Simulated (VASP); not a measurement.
# KPt (P-6m2) in VASP: notebook

The runs below take KPt through single point, with PBEsol, BLYP.

Program: VASP 6.6.1. These are calculated values, not measurements. Logs are shortened: lines on timing, memory, paths and dates and some standing lists are left out, and cuts for length are marked.

### Step 1. The cell of the first run

The structure is hexagonal, space group P-6m2 (No. 187). Conventional cell: a = 3.001 Å, b = 3.001 Å, c = 5.346 Å, α = 90.00°, β = 90.00°, γ = 120.00°. Pt (site symmetry -6m2) has 6 Pt at 3.00 Å and 6 K at 3.19 Å within 4.0 Å. Within 4.0 Å of K (site symmetry -6m2) lie 6 K at 3.00 Å and 6 Pt at 3.19 Å.

### Step 2. Single point, PBEsol

INCAR reads:

```
SYSTEM = KPt
PREC = Accurate
ENCUT = 520
EDIFF = 1E-7
ISMEAR = 0
SIGMA = 0.02
LREAL = .False.
LASPH = .True.
NELM = 80
ALGO = Normal
ISIF = 2
LWAVE = .False.
LCHARG = .False.
GGA = PS
NBANDS = 16
```

KPOINTS reads:

```
regular mesh
0
Gamma
  10 10 5
  0 0 0
```

POSCAR reads:

```
KPt
1.0
    3.0008472788      0.0000000000      0.0000000000
   -1.5004236394      2.5988099763      0.0000000000
    0.0000000000      0.0000000000      5.3455780000
Pt K
1 1
Direct
    0.6666666667      0.3333333333      0.0000000000
    0.0000000000      0.0000000000      0.5000000000
```

Potentials or basis: VASP PAW PBE potentials, release 64 (Pt, K_sv).

Run with:

```
$ cat potpaw_PBE.64/Pt/POTCAR potpaw_PBE.64/K_sv/POTCAR > POTCAR
$ mpirun -np 1 vasp_std > vasp.out
```

OUTCAR:

```text
SYSTEM = KPt
   PREC = Accurate
   ENCUT = 520
   EDIFF = 1E-7
   ISMEAR = 0
   LREAL = .False.
   LASPH = .True.
   NELM = 80
   ISIF = 2
   GGA = PS

 ion  position               nearest neighbor table
   1  0.667  0.333  0.000-   2 3.19   2 3.19   2 3.19   2 3.19   2 3.19   2 3.19
   2  0.000  0.000  0.500-   1 3.19   1 3.19   1 3.19   1 3.19   1 3.19   1 3.19

  LATTYP: Found a hexagonal cell.
 ALAT       =     3.0008472788
 C/A-ratio  =     1.7813562315

  Lattice vectors:

 A1 = (   3.0008472788,   0.0000000000,   0.0000000000)
 A2 = (  -1.5004236394,   2.5988099763,   0.0000000000)
 A3 = (   0.0000000000,   0.0000000000,   5.3455780000)

Analysis of symmetry for initial positions (statically):
=====================================================================
 Subroutine PRICEL returns:
 Original cell was already a primitive cell.

 Routine SETGRP: Setting up the symmetry group for a
 hexagonal supercell.

 Subroutine GETGRP returns: Found 12 space group operations
 (whereof 12 operations were pure point group operations)
 out of a pool of 24 trial point group operations.

The static configuration has the point symmetry D_3h.

Analysis of symmetry for dynamics (positions and initial velocities):
=====================================================================
 Subroutine PRICEL returns:
 Original cell was already a primitive cell.

 Routine SETGRP: Setting up the symmetry group for a
 hexagonal supercell.

 Subroutine GETGRP returns: Found 12 space group operations
 (whereof 12 operations were pure point group operations)
 out of a pool of 24 trial point group operations.

The dynamic configuration has the point symmetry D_3h.

 Subroutine INISYM returns: Found 12 space group operations
 (whereof 12 operations are pure point group operations),
 and found     1 'primitive' translations

----------------------------------------------------------------------------------------

                                     Primitive cell

  volume of cell :      41.6882

  direct lattice vectors                    reciprocal lattice vectors
     3.000847279  0.000000000  0.000000000     0.333239218  0.192395752  0.000000000
    -1.500423639  2.598809976  0.000000000     0.000000000  0.384791504  0.000000000
     0.000000000  0.000000000  5.345578000     0.000000000  0.000000000  0.187070509

  length of vectors
     3.000847279  3.000847279  5.345578000     0.384791504  0.384791504  0.187070509

  position of ions in fractional coordinates (direct lattice)
     0.666666667  0.333333333  0.000000000
     0.000000000  0.000000000  0.500000000

  ion indices of the primitive-cell ions
   primitive index   ion index
                 1           1
                 2           2

----------------------------------------------------------------------------------------

 KPOINTS: regular mesh

Automatic generation of k-mesh.
 Grid dimensions read from file:
 generate k-points for:   10   10    5

 Generating k-lattice:

  Cartesian coordinates                     Fractional coordinates (reciprocal lattice)
     0.033323922  0.019239575  0.000000000     0.100000000  0.000000000  0.000000000
     0.000000000  0.038479150  0.000000000     0.000000000  0.100000000  0.000000000
     0.000000000  0.000000000  0.037414102     0.000000000  0.000000000  0.200000000

  Length of vectors
     0.038479150  0.038479150  0.037414102

  Shift w.r.t. Gamma in fractional coordinates (k-lattice)
     0.000000000  0.000000000  0.000000000

 Subroutine IBZKPT returns following result:
 ===========================================

 Found     42 irreducible k-points:

 Following reciprocal coordinates:
            Coordinates               Weight
  0.000000  0.000000  0.000000      1.000000
  0.100000  0.000000  0.000000      6.000000
  0.200000  0.000000  0.000000      6.000000
  0.300000 -0.000000  0.000000      6.000000
  0.400000  0.000000  0.000000      6.000000
  0.500000  0.000000  0.000000      3.000000
[... 16 lines left out ...]
  0.300000  0.100000  0.200000     24.000000
  0.400000  0.100000  0.200000     24.000000
 [... further k-points ...]
   k-points           NKPTS =     42   k-points in BZ     NKDIM =     42   number of bands    NBANDS=     16
   number of dos      NEDOS =    301   number of ions     NIONS =      2
   total plane-waves  NPLWV =  23040
   dimension x,y,z NGX =    24 NGY =   24 NGZ =   40
   dimension x,y,z NGXF=    48 NGYF=   48 NGZF=   80
   ions per type =               1   1
   NGX,Y,Z   is equivalent  to a cutoff of  13.30, 13.30, 12.44 a.u.
   NGXF,Y,Z  is equivalent  to a cutoff of  26.59, 26.59, 24.88 a.u.
 SYSTEM =  KPt
   PREC   = accura    normal or accurate (medium, high low for compatibility)
   ISTART =      0    job   : 0-new  1-cont  2-samecut
   ICHARG =      2    charge: 1-file 2-atom 10-const
   ISPIN  =      1    spin polarized calculation?
   LNONCOLLINEAR =      F non collinear calculations
   LSORBIT =      F    spin-orbit coupling
   LASPH  =      T    aspherical Exc in radial PAW
   ENCUT  =  520.0 eV  38.22 Ry    6.18 a.u.   5.58  5.58  9.94*2*pi/ulx,y,z
   NELM   =     80;   NELMIN=  2; NELMDL= -5     # of ELM steps
   EDIFF  = 0.1E-06   stopping-criterion for ELM
   LREAL  =      F    real-space projection
   EDIFFG = 0.1E-05   stopping-criterion for IOM
   NSW    =      0    number of steps for IOM
   IBRION =     -1    ionic relax: 0-MD 1-quasi-New 2-CG
   NFREE  =      0    steps in history (QN), initial steepest desc. (CG)
   ISIF   =      2    stress and relaxation
   ISYM   =      2    0-nonsym 1-usesym 2-fastsym
   POTIM  = 0.5000    time-step for ionic-motion
   TEBEG  =    0.0;   TEEND  =   0.0 temperature during run
   PSTRESS=    0.0 pullay stress
   NELECT =      19.0000    total number of electrons
   NUPDOWN=      -1.0000    fix difference up-down
   EMIN   =  10.00;   EMAX   =-10.00  energy-range for DOS
   EFERMI =   0.00;   METHOD = LEGACY
   ISMEAR =     0;   SIGMA  =   0.02  broadening in eV -4-tet -1-fermi 0-gaus
   EFERMI_NEDOS =   21; number of points for ismear=-14 and -15
   IALGO  =     38    algorithm
   IMIX   =      4    mixing-type and parameters
     AMIX     =   0.40;   BMIX     =  1.00
     AMIX_MAG =   1.60;   BMIX_MAG =  1.00
  volume/ion in A,a.u.               =      20.84       140.66
  Fermi-wavevector in a.u.,A,eV,Ry     =   1.259858  2.380787 21.595748  1.587243
  Thomas-Fermi vector in A             =   2.393397
   LORBIT       =      0    0 simple, 1 ext, 2 COOP (PROOUT), +10 PAW based schemes
   GGA     = PS    functional components
   LHFCALC =     F    Hartree Fock is set to
   AEXX    =    0.0000 exact exchange contribution
   IVDW    =     0    specifies the selected vdW correction
   LEPSILON=     F    determine dielectric tensor
   LRPA    =     F    only Hartree local field effects (RPA)
 non-spin polarized calculation
 Gauss-broadening in eV      SIGMA  =   0.02
  energy-cutoff  :      520.00
  volume of cell :       41.69
 maximum number of plane-waves:      1147
 NGX is ok and might be reduce to    24
   NGX = 11   NGY = 11   NGZ = 19

 number of electron      19.0000002 magnetization

 Free energy of the ion-electron system (eV)
  ---------------------------------------------------
  ext. energy  EPLUGINS =         0.00000000
  ---------------------------------------------------
  free energy    TOTEN  =        -7.44121755 eV

  energy without entropy =       -7.44077558  energy(sigma->0) =       -7.44099657

 E-fermi :   5.2514     XC(G=0): -10.8032

 val. band max:        5.2319949803   @ k =   0.3000   0.1000   0.2000
 cond. band min:       5.2704562514   @ k =   0.3000   0.1000   0.4000
 fundamental gap:      0.0384612710
 Fermi energy:         5.2513685977

 k-point     1 :       0.0000    0.0000    0.0000
  band No.  band energies     occupation
      1     -26.7790      2.00000
      2     -10.1211      2.00000
      3      -9.1869      2.00000
      4      -9.1869      2.00000
      5      -1.1701      2.00000
      6       1.9756      2.00000
[... 8 lines left out ...]
     15      14.4802      0.00000
     16      14.4803      0.00000

 k-point     2 :       0.1000    0.0000    0.0000
  band No.  band energies     occupation
      1     -26.7348      2.00000
      2     -10.0765      2.00000
      3      -9.4348      2.00000
      4      -9.2357      2.00000
      5      -0.8583      2.00000
      6       2.1128      2.00000
[... 8 lines left out ...]
     15      14.2850      0.00000
     16      14.3775      0.00000

 k-point     3 :       0.2000    0.0000    0.0000
  band No.  band energies     occupation
      1     -26.6165      2.00000
      2     -10.0436      2.00000
      3      -9.9571      2.00000
      4      -9.3609      2.00000
      5      -0.0185      2.00000
      6       2.3456      2.00000
[... 8 lines left out ...]
     15      14.1252      0.00000
     16      14.1629      0.00000

 k-point     4 :       0.3000   -0.0000    0.0000
  band No.  band energies     occupation
      1     -26.4647      2.00000
      2     -10.7350      2.00000
      3      -9.8040      2.00000
      4      -9.5105      2.00000
      5       0.8216      2.00000
      6       2.5384      2.00000
[... 8 lines left out ...]
     15      13.8410      0.00000
     16      14.3942      0.00000
[... 324 lines left out ...]
 k-point    22 :       0.2000    0.1000    0.2000
  band No.  band energies     occupation
      1     -26.5176      2.00000
      2     -10.4410      2.00000
      3      -9.8718      2.00000
      4      -9.5298      2.00000
      5       0.8158      2.00000
      6       2.3573      2.00000
[... 8 lines left out ...]
     15      13.4244      0.00000
     16      13.5797      0.00000

 k-point    23 :       0.3000    0.1000    0.2000
  band No.  band energies     occupation
      1     -26.3771      2.00000
      2     -11.0038      2.00000
      3      -9.7212      2.00000
      4      -9.7096      2.00000
      5       1.2158      2.00000
      6       2.2888      2.00000
[... 8 lines left out ...]
     15      13.4739      0.00000
     16      13.8986      0.00000

 k-point    24 :       0.4000    0.1000    0.2000
  band No.  band energies     occupation
      1     -26.2875      2.00000
      2     -11.3377      2.00000
      3      -9.8185      2.00000
      4      -9.6240      2.00000
      5       1.1306      2.00000
      6       2.0594      2.00000
[... 8 lines left out ...]
     15      13.5926      0.00000
     16      14.1626      0.00000

 [... further k-points ...]

------------------------ aborting loop because EDIFF is reached ----------------------------------------

  FORCE on cell =-STRESS in cart. coord.  units (eV):
  Direction    XX          YY          ZZ          XY          YZ          ZX
  --------------------------------------------------------------------------------------
  -------------------------------------------------------------------------------------
  Total       -1.1896646     -1.1896646     -0.6601635      0.0000000      0.0000000      0.0000000
  in kB      -45.7216630    -45.7216630    -25.3716674      0.0000000      0.0000000      0.0000000
  external PRESSURE =     -38.9383311 kB  Pullay stress =       0.0000000 kB

 VOLUME and BASIS-vectors are now :
 -----------------------------------------------------------------------------
  energy-cutoff  :      520.00
  volume of cell :       41.69
      direct lattice vectors                 reciprocal lattice vectors
     3.000847279  0.000000000  0.000000000     0.333239218  0.192395752  0.000000000
    -1.500423639  2.598809976  0.000000000     0.000000000  0.384791504  0.000000000
     0.000000000  0.000000000  5.345578000     0.000000000  0.000000000  0.187070509

 POSITION                                       TOTAL-FORCE (eV/Angst)
 -----------------------------------------------------------------------------------
      1.50042      0.86627      0.00000        -0.000000      0.000000      0.000000
      0.00000      0.00000      2.67279         0.000000      0.000000      0.000000
 -----------------------------------------------------------------------------------
    total drift:                               -0.000000      0.000000      0.000000

  FREE ENERGIE OF THE ION-ELECTRON SYSTEM (eV)
  ---------------------------------------------------
  free  energy   TOTEN  =        -7.4412175544 eV

  energy  without entropy=       -7.4407755762  energy(sigma->0) =       -7.44099657
```

Run time: 16 s. Hardware: 1 thread of Intel Xeon Platinum 8488C (Sapphire Rapids), shared host; peak memory 0.17 GiB.

What came out:

```yaml
Free_energy: -7.4412 eV
Pressure: -3.9 GPa
```

Levels at points of the mesh, in eV from the Fermi level:
| k point | band 6 | band 7 | band 8 | band 9 | band 10 | band 11 | band 12 | band 13 | band 14 | band 15 |
| --- | --- | --- | --- | --- | --- | --- | --- | --- | --- | --- |
| (0.00, 0.00, 0.00) | -3.28 | -2.33 | -2.33 | -0.94 | -0.94 | 1.68 | 1.97 | 5.80 | 5.80 | 9.23 |
| (0.50, 0.00, 0.00) | -3.20 | -2.17 | -1.46 | 0.09 | 0.49 | 1.92 | 2.38 | 3.59 | 8.30 | 9.41 |

Caveat: the PAW data sets were made with another functional, which shifts forces and pressure a little; spin-orbit coupling is left out, which moves the levels of the heavy elements.

### Step 3. Single point, BLYP

INCAR reads:

```
  AGGAC = 1.0
  AGGAX = 1.0
  ALDAC = 0.0
  ALDAX = 1.0
  ALGO = Normal
  EDIFF = 1E-7
  ENCUT = 520
  GGA = B5
  ISIF = 2
  ISMEAR = -1
  LASPH = T
  LCHARG = F
  LREAL = F
  LWAVE = F
  NBANDS = 16
  NELM = 80
  PREC = Accurate
  SIGMA = 0.05
```

KPOINTS reads:

```
k-points
0
Gamma
  10 10 5
```

POSCAR is that of step 2.

Potentials or basis: VASP PAW PBE potentials, release 64 (Pt, K_sv).

Run with:

```
$ cat potpaw_PBE.64/Pt/POTCAR potpaw_PBE.64/K_sv/POTCAR > POTCAR
$ mpirun -np 1 vasp_std > vasp.out
```

It took 25 s on 1 thread of Intel Xeon Platinum 8488C (Sapphire Rapids), shared host; peak memory 0.18 GiB.

Results (log left out):

| Property | Result |
| --- | --- |
| Free energy | -5.5046 eV |
| Pressure | 5.3 GPa |

Stress tensor (GPa, compression positive):
```
5.85 0.00 0.00
0.00 5.85 0.00
0.00 0.00 4.13
```

Levels at points of the mesh, in eV from the Fermi level:
```csv
k point,band 7,band 8,band 9,band 10,band 11,band 12,band 13,band 14
"(0.00, 0.00, 0.00)",-2.35,-2.35,-1.00,-1.00,1.79,1.84,5.43,5.43
"(0.50, 0.00, 0.00)",-2.24,-1.52,0.07,0.62,1.87,2.28,3.56,7.97
```

Caveat: the PAW data sets were made with another functional, which shifts forces and pressure a little; spin-orbit coupling is left out, which moves the levels of the heavy elements.

### Step 4. Single point, BLYP (volume scaled by 1.04)

INCAR reads:

```
AGGAC = 1.0 ; AGGAX = 1.0
ALDAC = 0.0 ; ALDAX = 1.0
ALGO = Fast ; EDIFF = 1E-6
ENCUT = 520 ; GGA = B5
ISIF = 2 ; ISMEAR = -1
LASPH = True ; LCHARG = False
LREAL = False ; LWAVE = False
NBANDS = 16 ; NELM = 60
PREC = Accurate ; SIGMA = 0.05
```

KPOINTS is that of step 3.

POSCAR reads:

```
KPt
1.0
    3.0403366399      0.0000000000      0.0000000000
   -1.5201683200      2.6330087662      0.0000000000
    0.0000000000      0.0000000000      5.4159226196
Pt K
1 1
Direct
    0.6666666667      0.3333333333      0.0000000000
    0.0000000000      0.0000000000      0.5000000000
```

Run with:

```
$ cat potpaw_PBE.64/Pt/POTCAR potpaw_PBE.64/K_sv/POTCAR > POTCAR
$ mpirun -np 1 vasp_std > vasp.out
```

Run time: 34 s. Hardware: 1 thread of Intel Xeon Platinum 8488C (Sapphire Rapids), shared host; peak memory 0.17 GiB.

It converged, with:

```
Free energy : -5.5458 eV
Pressure    : 2.6 GPa
```

Stress tensor (GPa, compression positive):
```
3.38 0.00 0.00
0.00 3.38 0.00
0.00 0.00 1.11
```

Levels at points of the mesh, in eV from the Fermi level:
| k point | band 8 | band 9 | band 10 | band 11 | band 12 | band 13 |
| --- | --- | --- | --- | --- | --- | --- |
| (0.00, 0.00, 0.00) | -2.21 | -0.95 | -0.95 | 1.75 | 1.80 | 5.43 |
| (0.50, 0.00, 0.00) | -1.43 | 0.05 | 0.69 | 1.96 | 2.32 | 3.41 |

Caveat: the PAW data sets were made with another functional, which shifts forces and pressure a little; spin-orbit coupling is left out, which moves the levels of the heavy elements.

### Step 5. Single point, BLYP (volume scaled by 1.06)

INCAR reads:

```
SYSTEM = KPt
AGGAC = 1.0
AGGAX = 1.0
ALDAC = 0.0
ALDAX = 1.0
ALGO = Normal
EDIFF = 1E-7
ENCUT = 520
GGA = B5
ISIF = 2
ISMEAR = -1
LASPH = .True.
LCHARG = .False.
LREAL = .False.
LWAVE = .False.
NBANDS = 16
NELM = 80
PREC = Accurate
SIGMA = 0.05
```

KPOINTS reads:

```
k-points
0
Gamma
  10 10 5
  0 0 0
```

POSCAR reads:

```
KPt
1.0
    3.0597023636      0.0000000000      0.0000000000
   -1.5298511818      2.6497799749      0.0000000000
    0.0000000000      0.0000000000      5.4504198721
Pt K
1 1
Direct
    0.6666666667      0.3333333333      0.0000000000
    0.0000000000      0.0000000000      0.5000000000
```

Run with:

```
$ cat potpaw_PBE.64/Pt/POTCAR potpaw_PBE.64/K_sv/POTCAR > POTCAR
$ mpirun -np 1 vasp_std > vasp.out
```

It took 27 s on 1 thread of Intel Xeon Platinum 8488C (Sapphire Rapids), shared host; peak memory 0.18 GiB.

Results (log left out):

```yaml
Free_energy: -5.5568 eV
Pressure: 1.5 GPa
```

Stress tensor (GPa, compression positive):
```
 2.35  0.00  0.00
 0.00  2.35  0.00
 0.00  0.00 -0.19
```

Levels at points of the mesh, in eV from the Fermi level:
```tsv
k point	band 8	band 9	band 10	band 11	band 12	band 13
(0.00, 0.00, 0.00)	-2.15	-0.92	-0.92	1.73	1.78	5.43
(0.50, 0.00, 0.00)	-1.39	0.05	0.72	2.00	2.33	3.34
```

Caveat: the PAW data sets were made with another functional, which shifts forces and pressure a little; spin-orbit coupling is left out, which moves the levels of the heavy elements.

### Step 6. Overview

| level | cell | smearing | gap on the mesh (eV) | pressure (GPa) |
| --- | --- | --- | --- | --- |
| PBEsol | a = 3.001, b = 3.001, c = 5.346 Å, angles 90.0, 90.0, 120.0°, 2 atoms | gaussian 0.02 eV | none | -3.9 |
| BLYP | a = 3.001, b = 3.001, c = 5.346 Å, angles 90.0, 90.0, 120.0°, 2 atoms | fermi-dirac 0.05 eV | none | 5.3 |
| BLYP | a = 3.040, b = 3.040, c = 5.416 Å, angles 90.0, 90.0, 120.0°, 2 atoms | fermi-dirac 0.05 eV | none | 2.6 |
| BLYP | a = 3.060, b = 3.060, c = 5.450 Å, angles 90.0, 90.0, 120.0°, 2 atoms | fermi-dirac 0.05 eV | none | 1.5 |

Alike in all rows: task single point; potentials or basis VASP PAW PBE potentials, release 64 (Pt, K_sv); no spin polarisation; k mesh 10 × 10 × 5; cutoff (eV) 520.

Caveats: the PAW data sets were made with another functional, which shifts forces and pressure a little; spin-orbit coupling is left out, which moves the levels of the heavy elements.

Absolute energies hang on the potentials; compare differences alone.
